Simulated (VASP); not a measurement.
Input of a VASP 6.6.1 run:

The input INCAR:

```
PREC = Accurate
ENCUT = 500
EDIFF = 1E-6
ISMEAR = -1
SIGMA = 0.1
LREAL = False
LASPH = True
NELM = 120
ALGO = Normal
ISIF = 2
LWAVE = False
LCHARG = False
GGA = PS
NBANDS = 16
GGA_COMPAT = False
```

The input KPOINTS:

```
Automatic mesh
0
Gamma
  6 6 6
```

POSCAR

```
InAs
1.0
    4.0691220000      0.0000000000      0.0000000000
    2.0345610000      3.5239630231      0.0000000000
    2.0345610000      1.1746543410      3.3224242004
In As
1 1
Direct
    0.5000000000      0.5000000000      0.5000000000
    0.0000000000      0.0000000000      0.0000000000
```

Potentials or basis: VASP PAW PBE potentials, release 64 (In_d, As).

The run is started by

```sh
$ cat potpaw_PBE.64/In_d/POTCAR potpaw_PBE.64/As/POTCAR > POTCAR
$ mpirun -np 1 vasp_std > vasp.out
```

(1) Predict the band gap on the k mesh.

(2) Predict the pressure.

Answers

(1) zero (band 9 reaches 6.17 eV, above the bottom of band 10 at 3.55 eV).

(2) -3.1 GPa.

Caveat: the PAW data sets were made with another functional, which shifts forces and pressure a little; spin-orbit coupling is left out, which moves the levels of the heavy elements.
